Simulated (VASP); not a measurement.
# Lu4SiF (P4/mmm) in VASP: a series of runs, part 2 of 2

VASP 6.6.1.

## Step 4: Relaxation of cell and atoms, PBE

This run uses another cell than the first one, of 24.04 Å³/atom.

File INCAR:

```
  ALGO = Normal
  EDIFF = 1E-6
  EDIFFG = -0.04
  ENCUT = 600
  GGA = PE
  IBRION = 2
  ISIF = 3
  ISMEAR = 0
  LASPH = T
  LCHARG = F
  LREAL = F
  LWAVE = F
  NELM = 100
  NSW = 90
  PREC = Accurate
  SIGMA = 0.1
```

File KPOINTS:

```
k-points
0
Gamma
  4 4 4
```

File POSCAR:

```
Lu4SiF
1.0
    4.5649294467      0.0000000000      0.0000000000
    0.0000000000      4.5649294467      0.0000000000
    0.0000000000      0.0000000000      6.9206003959
Lu Si F
4 1 1
Direct
    0.0000000000      0.5000000000      0.2486888892
    0.5000000000      0.0000000000      0.2486888892
    0.0000000000      0.5000000000      0.7513111108
    0.5000000000      0.0000000000      0.7513111108
    0.0000000000      0.0000000000      0.0000000000
    0.0000000000      0.0000000000      0.5000000000
```

Potentials or basis: VASP PAW PBE potentials, release 64 (Lu, Si, F).

Command:

```
$ cat potpaw_PBE.64/Lu/POTCAR potpaw_PBE.64/Si/POTCAR potpaw_PBE.64/F/POTCAR > POTCAR
$ mpirun -np 1 vasp_std > vasp.out
```

OUTCAR:

```text
EDIFF = 1E-6
   EDIFFG = -0.04
   ENCUT = 600
   GGA = PE
   IBRION = 2
   ISIF = 3
   ISMEAR = 0
   LASPH = T
   LREAL = F
   NELM = 100
   NSW = 90
   PREC = Accurate

 ion  position               nearest neighbor table
   1  0.000  0.500  0.249-   5 2.86   5 2.86   2 3.23   2 3.23   2 3.23   2 3.23   3 3.44   3 3.48

   2  0.500  0.000  0.249-   5 2.86   5 2.86   1 3.23   1 3.23   1 3.23   1 3.23   4 3.44   4 3.48

   3  0.000  0.500  0.751-   5 2.86   5 2.86   4 3.23   4 3.23   4 3.23   4 3.23   1 3.44   1 3.48

   4  0.500  0.000  0.751-   5 2.86   5 2.86   3 3.23   3 3.23   3 3.23   3 3.23   2 3.44   2 3.48

   5  0.000  0.000  0.000-   1 2.86   2 2.86   3 2.86   4 2.86   1 2.86   3 2.86   2 2.86   4 2.86

   6  0.000  0.000  0.500-

  LATTYP: Found a simple tetragonal cell.
 ALAT       =     4.5649294467
 C/A-ratio  =     1.5160366610

  Lattice vectors:

 A1 = (   4.5649294467,   0.0000000000,   0.0000000000)
 A2 = (   0.0000000000,   4.5649294467,   0.0000000000)
 A3 = (   0.0000000000,   0.0000000000,   6.9206003959)

Analysis of symmetry for initial positions (statically):
=====================================================================
 Subroutine PRICEL returns:
 Original cell was already a primitive cell.

 Routine SETGRP: Setting up the symmetry group for a
 simple tetragonal supercell.

 Subroutine GETGRP returns: Found 16 space group operations
 (whereof 16 operations were pure point group operations)
 out of a pool of 16 trial point group operations.

The static configuration has the point symmetry D_4h.

Analysis of symmetry for dynamics (positions and initial velocities):
=====================================================================
 Subroutine PRICEL returns:
 Original cell was already a primitive cell.

 Routine SETGRP: Setting up the symmetry group for a
 simple tetragonal supercell.

 Subroutine GETGRP returns: Found 16 space group operations
 (whereof 16 operations were pure point group operations)
 out of a pool of 16 trial point group operations.

[... 109 lines left out ...]
   POTIM  = 0.5000    time-step for ionic-motion
   TEBEG  =    0.0;   TEEND  =   0.0 temperature during run
   PSTRESS=    0.0 pullay stress
   NELECT =     111.0000    total number of electrons
   NUPDOWN=      -1.0000    fix difference up-down
   EMIN   =  10.00;   EMAX   =-10.00  energy-range for DOS
   EFERMI =   0.00;   METHOD = LEGACY
   ISMEAR =     0;   SIGMA  =   0.10  broadening in eV -4-tet -1-fermi 0-gaus
   EFERMI_NEDOS =   21; number of points for ismear=-14 and -15
   IALGO  =     38    algorithm
   IMIX   =      4    mixing-type and parameters
     AMIX     =   0.40;   BMIX     =  1.00
     AMIX_MAG =   1.60;   BMIX_MAG =  1.00
  volume/ion in A,a.u.               =      24.04       162.20
  Fermi-wavevector in a.u.,A,eV,Ry     =   1.500301  2.835159 30.625413  2.250904
  Thomas-Fermi vector in A             =   2.611819
   LORBIT       =      0    0 simple, 1 ext, 2 COOP (PROOUT), +10 PAW based schemes
   GGA     = PE    functional components
   LHFCALC =     F    Hartree Fock is set to
   AEXX    =    0.0000 exact exchange contribution
   IVDW    =     0    specifies the selected vdW correction
   LEPSILON=     F    determine dielectric tensor
   LRPA    =     F    only Hartree local field effects (RPA)
 conjugate gradient relaxation of ions
 non-spin polarized calculation
 Gauss-broadening in eV      SIGMA  =   0.10
  energy-cutoff  :      600.00
  volume of cell :      144.22
 maximum number of plane-waves:      4840
   NGX = 19   NGY = 19   NGZ = 27

--------------------------------------- Ionic step        1  -------------------------------------------

 number of electron     111.0000049 magnetization

 Free energy of the ion-electron system (eV)
  ---------------------------------------------------
  ext. energy  EPLUGINS =         0.00000000
  ---------------------------------------------------
  free energy    TOTEN  =       -28.33013168 eV

  energy without entropy =      -28.30185757  energy(sigma->0) =      -28.31599463

------------------------ aborting loop because EDIFF is reached ----------------------------------------

  FORCE on cell =-STRESS in cart. coord.  units (eV):
  Direction    XX          YY          ZZ          XY          YZ          ZX
  --------------------------------------------------------------------------------------
  -------------------------------------------------------------------------------------
  Total        0.5571739      0.5571739      0.2017396      0.0000000      0.0000000      0.0000000
  in kB        6.1899826      6.1899826      2.2412476      0.0000000      0.0000000      0.0000000
  external PRESSURE =       4.8737376 kB  Pullay stress =       0.0000000 kB
[... 107 lines left out ...]
--------------------------------------- Ionic step        4  -------------------------------------------

 number of electron     111.0000052 magnetization

 Free energy of the ion-electron system (eV)
  ---------------------------------------------------
  ext. energy  EPLUGINS =         0.00000000
  ---------------------------------------------------
  free energy    TOTEN  =       -28.33369910 eV

  energy without entropy =      -28.30503882  energy(sigma->0) =      -28.31936896

 E-fermi :   2.9998     XC(G=0): -10.4064

 val. band max:        2.9762441849   @ k =   0.2500   0.0000   0.0000
 cond. band min:       3.0315277558   @ k =   0.2500   0.0000   0.2500
 fundamental gap:      0.0552835710
 Fermi energy:         2.9998185699

 k-point     1 :       0.0000    0.0000    0.0000
  band No.  band energies     occupation
      1     -53.7049      2.00000
      2     -53.6951      2.00000
      3     -53.6596      2.00000
      4     -53.6503      2.00000
      5     -24.5991      2.00000
      6     -24.5573      2.00000
[... 1264 lines left out ...]
  FREE ENERGIE OF THE ION-ELECTRON SYSTEM (eV)
  ---------------------------------------------------
  free  energy   TOTEN  =       -28.3336990968 eV

  energy  without entropy=      -28.3050388194  energy(sigma->0) =      -28.31936896

 reached required accuracy - stopping structural energy minimisation
```

CONTCAR:

```text
Lu4SiF
   1.00000000000000
     4.5867622442391962    0.0000000000000000    0.0000000000000000
     0.0000000000000000    4.5867622442391962   -0.0000000000000000
     0.0000000000000000    0.0000000000000000    6.9238096435178003
  Lu              Si              F
     4     1     1
Direct
     0.0000000000000000    0.5000000000000000    0.2480110736796144
     0.5000000000000000    0.0000000000000000    0.2480110736796144
     1.0000000000000000    0.5000000000000000    0.7519889263203856
     0.5000000000000000    1.0000000000000000    0.7519889263203856
     0.0000000000000000    0.0000000000000000    1.0000000000000000
     0.0000000000000000    0.0000000000000000    0.5000000000000000

  0.00000000E+00  0.00000000E+00  0.00000000E+00
  0.00000000E+00  0.00000000E+00  0.00000000E+00
  0.00000000E+00  0.00000000E+00  0.00000000E+00
  0.00000000E+00  0.00000000E+00  0.00000000E+00
  0.00000000E+00  0.00000000E+00  0.00000000E+00
  0.00000000E+00  0.00000000E+00  0.00000000E+00
```

It took 9.5 min on 1 thread of Intel Xeon Platinum 8488C (Sapphire Rapids), shared host; peak memory 0.37 GiB.

What came out:

* Free energy: -28.3337 eV
* Relaxed volume: 24.28 Å³/atom
* Relaxed cell: a = 4.587 Å, b = 4.587 Å, c = 6.924 Å, α = 90.00°, β = 90.00°, γ = 90.00°
* Space group after relaxing (to 0.1 Å): P4/mmm (No. 123)
* Energy gained by relaxing: 0.6 meV/atom
* Ionic steps: 4
* Pressure after relaxing: 0.0 GPa
* Largest force after relaxing: 0.027 eV/Å
* Band gap on the k mesh: zero (an odd number of electrons rules out a gap without spin polarisation)

Forces in eV/Å, atoms in the order of the input:
```
Lu   0.000  0.000 -0.027
Lu   0.000  0.000 -0.027
Lu   0.000  0.000  0.027
Lu   0.000  0.000  0.027
Si   0.000  0.000  0.000
F    0.000  0.000  0.000
```

Step by step:
| step | energy change (eV) | largest force (eV/Å) | pressure (GPa) | volume (Å³) |
| --- | --- | --- | --- | --- |
| 1 | 0.0000 | 0.0444 | 0.49 | 144.22 |
| 2 | -0.0031 | 0.0499 | -0.09 | 145.75 |
| 3 | -0.0031 | 0.0503 | -0.06 | 145.71 |
| 4 | -0.0036 | 0.0272 | -0.02 | 145.67 |

Final structure:
```
CELL_PARAMETERS angstrom
4.58676 0.00000 0.00000
0.00000 4.58676 0.00000
0.00000 0.00000 6.92381
ATOMIC_POSITIONS crystal
Lu 0.00000 0.50000 0.24801
Lu 0.50000 0.00000 0.24801
Lu 0.00000 0.50000 0.75199
Lu 0.50000 0.00000 0.75199
Si 0.00000 0.00000 0.00000
F 0.00000 0.00000 0.50000
```

Levels at points of the mesh, in eV from the Fermi level:
| k point | band 54 | band 55 | band 56 | band 57 | band 58 | band 59 |
| --- | --- | --- | --- | --- | --- | --- |
| (0.00, 0.00, 0.00) | -1.12 | -0.85 | -0.52 | -0.38 | -0.07 | 0.16 |
| (0.50, 0.00, 0.00) | -1.16 | -0.46 | 0.28 | 0.41 | 0.78 | 1.18 |
| (0.50, 0.50, 0.00) | -0.84 | -0.84 | -0.44 | 0.40 | 0.40 | 0.99 |
| (0.00, 0.00, 0.50) | -2.00 | -0.29 | -0.15 | -0.12 | 0.28 | 1.16 |
| (0.50, 0.00, 0.50) | -0.21 | 0.15 | 0.84 | 0.89 | 1.18 | 1.20 |
| (0.50, 0.50, 0.50) | -1.03 | -0.89 | -0.89 | 0.70 | 0.70 | 1.15 |

Caveat: spin-orbit coupling is left out, which moves the levels of the heavy elements; an odd number of electrons without spin polarisation forces a metal; a magnetic or distorted state may lie lower.

## Step 5: The runs side by side

| task | cell | k mesh | cutoff (eV) | gap on the mesh (eV) | pressure (GPa) | relaxed volume (Å³/atom) | largest force (eV/Å) |
| --- | --- | --- | --- | --- | --- | --- | --- |
| single point | a = 4.581, b = 4.581, c = 6.924 Å, 6 atoms, atomic positions A | 4 × 4 × 4 | 520 | none | 0.1 | - | - |
| relaxation of cell and atoms | relaxed from a = 3.967, b = 3.967, c = 8.268 Å, 6 atoms, atomic positions B | 4 × 4 × 2 | 600 | none | 0.0 | 24.13 | 0.01 |
| relaxation of cell and atoms | relaxed from a = 4.565, b = 4.565, c = 6.921 Å, 6 atoms, atomic positions A | 4 × 4 × 4 | 600 | none | 0.0 | 24.28 | 0.03 |

Alike in all rows: level PBE; potentials or basis VASP PAW PBE potentials, release 64 (Lu, Si, F); no spin polarisation; smearing gaussian 0.1 eV.

Caveats: some runs use coarse meshes; spin-orbit coupling is left out, which moves the levels of the heavy elements; an odd number of electrons without spin polarisation forces a metal; a magnetic or distorted state may lie lower; a cell axis changed by over 15 % at a fixed basis, so the end point is rough (at least some runs).

Total energies depend on the potentials used, so only differences within one code and one set of settings carry meaning.
